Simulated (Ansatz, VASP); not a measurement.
## Two plane-wave programs on KF

```xyz
2
Lattice="0.0000 2.5817 2.8722 2.4462 0.0000 2.8722 2.4462 2.5817 0.0000" Properties=species:S:1:pos:R:3 pbc="T T T"
K     0.0000    0.0000    0.0000
F     2.4462    2.5817    2.8722
```

Change from the starting cell: normal strain along x -0.0525, normal strain along z +0.1125.

Alike in both runs: task single point; functional LDA; k mesh 8 × 8 × 8; occupations gaussian, width 0.05 eV; no spin polarisation.

```csv
,VASP,Ansatz
version,VASP 6.6.1,Ansatz 0.2.0
potentials or method,"VASP PAW LDA potentials, release 64 (K_sv, F), cutoff 520 eV","scalar-relativistic, plane waves, PAW"
valence electrons in the cell,16,16
```

Ansatz gave:

| Item | Value |
| --- | --- |
| gap on the k mesh at the Fermi level (eV) | 5.77 |
| least direct gap on the mesh (eV) | 5.77 |
| pressure (GPa) | -0.1 |
| traceless stress, the component that is largest in VASP (GPa) | 4.92 |

Q: Which values does VASP return?

A: gap on the k mesh at the Fermi level (eV): 5.75; least direct gap on the mesh (eV): 5.75; pressure (GPa): 0.1; traceless stress, the component that is largest in VASP (GPa): 5.20.

LDA's correlation is that of Perdew and Zunger in VASP and of Perdew and Wang (1992) in Ansatz.
